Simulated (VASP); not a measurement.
# LiH5 (Cmmm) in VASP: a series of runs, part 2 of 2

VASP 6.6.1.

**3. Relaxation of cell and atoms, PBE**

This run uses another cell than the first one, of 4.82 Å³/atom.

Input file INCAR:

```
ALGO = Normal
EDIFF = 1E-7
EDIFFG = -0.01
ENCUT = 750
GGA = PE
GGA_COMPAT = F
IBRION = 2
ISIF = 3
ISMEAR = 0
LASPH = T
LCHARG = F
LREAL = F
LWAVE = F
NELM = 120
NELMIN = 4
NSW = 100
PREC = Accurate
SIGMA = 0.1
```

Input file KPOINTS:

```
k-points
0
Gamma
  16 16 10
```

Input file POSCAR:

```
LiH5
1.0
    1.1976724212     -2.8945521498      0.0000000000
    1.1976724212      2.8945521498      0.0000000000
    0.0000000000      0.0000000000      4.1680078018
Li H
1 5
Direct
    0.5000000000      0.5000000000      0.5000000000
    0.7818698993      0.2181301007      0.7755139777
    0.2181301007      0.7818698993      0.2244860223
    0.2181301007      0.7818698993      0.7755139777
    0.7818698993      0.2181301007      0.2244860223
    0.0000000000      0.0000000000      0.0000000000
```

Potentials or basis: VASP PAW PBE potentials, release 64 (Li_sv, H).

Started as:

```
cat potpaw_PBE.64/Li_sv/POTCAR potpaw_PBE.64/H/POTCAR > POTCAR
mpirun -np 1 vasp_std > vasp.out
```

OUTCAR:

```text
EDIFF = 1E-7
   EDIFFG = -0.01
   ENCUT = 750
   GGA = PE
   IBRION = 2
   ISIF = 3
   ISMEAR = 0
   LASPH = T
   LREAL = F
   NELM = 120
   NELMIN = 4
   NSW = 100
   PREC = Accurate

 ion  position               nearest neighbor table
   1  0.500  0.500  0.500-
   2  0.782  0.218  0.776-
   3  0.218  0.782  0.224-
   4  0.218  0.782  0.776-
   5  0.782  0.218  0.224-
   6  0.000  0.000  0.000-

  LATTYP: Found a base centered orthorhombic cell.
 ALAT       =     2.3953448424
 B/A-ratio  =     2.4168145635
 C/A-ratio  =     1.7400449939

  Lattice vectors:

 A1 = (   1.1976724212,  -2.8945521498,   0.0000000000)
 A2 = (   1.1976724212,   2.8945521498,   0.0000000000)
 A3 = (   0.0000000000,   0.0000000000,   4.1680078018)

Analysis of symmetry for initial positions (statically):
=====================================================================
 Subroutine PRICEL returns:
 Original cell was already a primitive cell.

 Routine SETGRP: Setting up the symmetry group for a
 base centered orthorhombic supercell.

 Subroutine GETGRP returns: Found  8 space group operations
 (whereof  8 operations were pure point group operations)
 out of a pool of  8 trial point group operations.

The static configuration has the point symmetry D_2h.

Analysis of symmetry for dynamics (positions and initial velocities):
=====================================================================
 Subroutine PRICEL returns:
 Original cell was already a primitive cell.

 Routine SETGRP: Setting up the symmetry group for a
 base centered orthorhombic supercell.

 Subroutine GETGRP returns: Found  8 space group operations
 (whereof  8 operations were pure point group operations)
 out of a pool of  8 trial point group operations.

The dynamic configuration has the point symmetry D_2h.

 Subroutine INISYM returns: Found  8 space group operations
 (whereof  8 operations are pure point group operations),
 and found     1 'primitive' translations

----------------------------------------------------------------------------------------

[... 146 lines left out ...]
  ---------------------------------------------------
  free energy    TOTEN  =       -15.83139847 eV

  energy without entropy =      -15.82930944  energy(sigma->0) =      -15.83035395

------------------------ aborting loop because EDIFF is reached ----------------------------------------

  FORCE on cell =-STRESS in cart. coord.  units (eV):
  Direction    XX          YY          ZZ          XY          YZ          ZX
  --------------------------------------------------------------------------------------
  -------------------------------------------------------------------------------------
  Total       -0.1440147      0.0553454     -0.1589658      0.0000000      0.0000000      0.0000000
  in kB       -7.9843489      3.0684161     -8.8132525      0.0000000      0.0000000      0.0000000
  external PRESSURE =      -4.5763951 kB  Pullay stress =       0.0000000 kB
[... 101 lines left out ...]
  FREE ENERGIE OF THE ION-ELECTRON SYSTEM (eV)
  ---------------------------------------------------
  free  energy   TOTEN  =       -15.8367546182 eV

  energy  without entropy=      -15.8345881041  energy(sigma->0) =      -15.83567136

 E-fermi :   2.3318     XC(G=0):  -9.4990

 val. band max:        2.3144126244   @ k =   0.0625   0.0625   0.2000
 cond. band min:       2.3454995092   @ k =  -0.3125   0.0625   0.5000
 fundamental gap:      0.0310868848
 Fermi energy:         2.3318481823

 k-point     1 :       0.0000    0.0000    0.0000
  band No.  band energies     occupation
      1     -44.8445      2.00000
      2     -10.1173      2.00000
      3      -5.0447      2.00000
      4       1.0535      2.00000
      5       7.5648      0.00000
      6       7.8388      0.00000
      7      12.7999      0.00000
      8      14.4718      0.00000
[... 243 lines left out ...]
 k-point    24 :      -0.0625    0.0625    0.0000
  band No.  band energies     occupation
      1     -44.8441      2.00000
      2     -10.0752      2.00000
      3      -5.0049      2.00000
      4       0.9190      2.00000
      5       6.6152      0.00000
      6       8.9158      0.00000
      7      11.8598      0.00000
      8      14.5600      0.00000

 [... further k-points ...]

[... ionic steps 4 to 26 ...]

--------------------------------------- Ionic step       27  -------------------------------------------

 number of electron       8.0000011 magnetization

------------------------ aborting loop because EDIFF is reached ----------------------------------------
[... 75 lines left out ...]
--------------------------------------- Ionic step       29  -------------------------------------------

 number of electron       8.0000011 magnetization

 Free energy of the ion-electron system (eV)
  ---------------------------------------------------
  ext. energy  EPLUGINS =         0.00000000
  ---------------------------------------------------
  free energy    TOTEN  =       -16.10286121 eV

  energy without entropy =      -16.10074091  energy(sigma->0) =      -16.10180106

 E-fermi :   1.0761     XC(G=0):  -8.7839

 val. band max:        1.0367883684   @ k =   0.3125   0.0625   0.4000
 cond. band min:       1.0838589859   @ k =   0.4375   0.0000   0.2000
 fundamental gap:      0.0470706175
 Fermi energy:         1.0761287811

 k-point     1 :       0.0000    0.0000    0.0000
  band No.  band energies     occupation
      1     -46.1251      2.00000
      2     -11.0646      2.00000
      3      -4.2131      2.00000
      4      -2.3743      2.00000
      5       2.2328      0.00000
      6       6.0433      0.00000
      7       7.5445      0.00000
      8      12.8296      0.00000
[... 286 lines left out ...]
  FREE ENERGIE OF THE ION-ELECTRON SYSTEM (eV)
  ---------------------------------------------------
  free  energy   TOTEN  =       -16.1028612108 eV

  energy  without entropy=      -16.1007409084  energy(sigma->0) =      -16.10180106

 reached required accuracy - stopping structural energy minimisation
```

OSZICAR:

```text
N       E                     dE             d eps       ncg     rms          rms(c)
DAV:   1     0.156047021272E+00    0.15605E+00   -0.45087E+03  7032   0.118E+03
DAV:   2    -0.153126653026E+02   -0.15469E+02   -0.14898E+02 10088   0.935E+01
DAV:   3    -0.159946650087E+02   -0.68200E+00   -0.68091E+00  8408   0.259E+01
[... 243 lines left out ...]
       N       E                     dE             d eps       ncg     rms          rms(c)
DAV:   1    -0.161028582712E+02   -0.38652E-04   -0.46660E-03  7248   0.564E-01    0.267E-02
DAV:   2    -0.161028632665E+02   -0.49953E-05   -0.11822E-04  9720   0.113E-01    0.194E-02
DAV:   3    -0.161028612290E+02    0.20375E-05   -0.92154E-06  9904   0.243E-02    0.185E-03
DAV:   4    -0.161028612108E+02    0.18219E-07   -0.67362E-07  8608   0.811E-03
  29 F= -.16102861E+02 E0= -.16101801E+02  d E =-.132810E-02
```

CONTCAR:

```text
LiH5
   1.00000000000000
     1.0860256864743143   -4.2786148298570081    0.0000000000000000
     1.0860256864743143    4.2786148298570081    0.0000000000000000
     0.0000000000000000    0.0000000000000000    3.6168563124558193
  Li              H
     1     5
Direct
     0.5000000000000000    0.5000000000000000    0.5000000000000000
     0.7526385893038767    0.2473614106961236    0.7597401027580029
     0.2473614106961236    0.7526385893038767    0.2402598972419972
     0.2473614106961236    0.7526385893038767    0.7597401027580029
     0.7526385893038767    0.2473614106961236    0.2402598972419971
     0.0000000000000000    0.0000000000000000    0.0000000000000000

  0.00000000E+00  0.00000000E+00  0.00000000E+00
  0.00000000E+00  0.00000000E+00  0.00000000E+00
  0.00000000E+00  0.00000000E+00  0.00000000E+00
  0.00000000E+00  0.00000000E+00  0.00000000E+00
  0.00000000E+00  0.00000000E+00  0.00000000E+00
  0.00000000E+00  0.00000000E+00  0.00000000E+00
```

Wall time 21 min (1 thread of AMD EPYC 9R45 (Zen 5), shared host); peak memory 0.27 GiB.

Results:

```
Free energy                           : -16.1029 eV
Relaxed volume                        : 5.60 Å³/atom
Relaxed cell                          : a = 4.414 Å, b = 4.414 Å, c = 3.617 Å, α = 90.00°, β = 90.00°, γ = 151.52°
Space group after relaxing (to 0.1 Å) : Cmmm (No. 65)
Energy gained by relaxing             : 45.2 meV/atom
Ionic steps                           : 29
Pressure after relaxing               : 0.1 GPa
Largest force after relaxing          : 0.005 eV/Å
Band gap on the k mesh                : zero (bands 4 and 5 overlap by 1.91 eV)
```

Forces in eV/Å, atoms in the order of the input:
```
Li   0.000  0.000  0.000
H    0.000 -0.003 -0.004
H    0.000  0.003  0.004
H    0.000  0.003 -0.004
H    0.000 -0.003  0.004
H    0.000  0.000  0.000
```

Step by step:
```
step  energy change (eV)  largest force (eV/Å)  pressure (GPa)  volume (Å³)
   1              0.0000                0.0800           -0.46        28.90
   2             -0.0016                0.0727           -0.33        28.84
   3             -0.0054                0.0517            0.06        28.67
   4             -0.0087                0.0268            0.92        28.32
   5             -0.0111                0.0308            0.85        28.40
   6             -0.0181                0.0495            0.70        28.64
   7             -0.0309                0.0827            0.63        29.09
   8             -0.0577                0.1529            1.23        29.93
   9              0.0575                0.5609            4.67        31.33
  10             -0.0607                0.1896            1.64        30.15
  11             -0.0601                0.2206            1.90        30.30
  12             -0.0618                0.2261            1.89        30.38
  13             -0.0659                0.2450            1.86        30.61
  14             -0.0698                0.2812            1.88        31.06
  15             -0.0768                0.2737            1.67        31.19
  16             -0.0970                0.2530            1.09        31.59
  17             -0.1333                0.2158            0.01        32.37
  18             -0.1854                0.1457           -1.72        33.92
  19             -0.1991                0.1574           -3.90        36.89
  20             -0.2066                0.1253           -3.08        35.58
  21             -0.2359                0.0837           -2.24        35.14
  22             -0.2499                0.0486           -1.59        34.77
  23             -0.2635                0.1106           -0.01        33.97
  24             -0.2627                0.0635           -0.69        34.26
  25             -0.2641                0.0800           -0.40        34.13
  26             -0.2700                0.0437           -0.42        33.87
  27             -0.2701                0.0476           -0.42        33.90
  28             -0.2714                0.0121           -0.02        33.66
  29             -0.2715                0.0047            0.06        33.61
```

Final structure:
```yaml
crystal:
  lattice:
    - [1.08603, -4.27861, 0.00000]
    - [1.08603, 4.27861, 0.00000]
    - [0.00000, 0.00000, 3.61686]
  atoms:
    - { symbol: Li, position: [0.50000, 0.50000, 0.50000] }
    - { symbol: H, position: [0.75264, 0.24736, 0.75974] }
    - { symbol: H, position: [0.24736, 0.75264, 0.24026] }
    - { symbol: H, position: [0.24736, 0.75264, 0.75974] }
    - { symbol: H, position: [0.75264, 0.24736, 0.24026] }
    - { symbol: H, position: [0.00000, 0.00000, 0.00000] }
```

Levels at points of the mesh, in eV from the Fermi level:
| k point | band 2 | band 3 | band 4 | band 5 | band 6 | band 7 |
| --- | --- | --- | --- | --- | --- | --- |
| (0.00, 0.00, 0.00) | -12.14 | -5.29 | -3.45 | 1.16 | 4.97 | 6.47 |
| (0.50, 0.00, 0.00) | -4.50 | -4.14 | -0.27 | 2.53 | 2.53 | 6.94 |
| (0.50, 0.50, 0.00) | -11.97 | -5.17 | -5.03 | 4.98 | 5.00 | 5.90 |
| (0.00, 0.00, 0.50) | -10.00 | -9.42 | -3.25 | 3.12 | 4.35 | 5.16 |
| (0.50, 0.00, 0.50) | -2.22 | -1.91 | -1.83 | -1.54 | 1.31 | 3.90 |
| (0.50, 0.50, 0.50) | -9.63 | -9.42 | -4.70 | 1.31 | 8.05 | 11.31 |

Caveat: the volume moved by over 15 % at a fixed basis, so the end points are rough.

The gap in the log of VASP goes by the Fermi energy; the results here count the filled bands.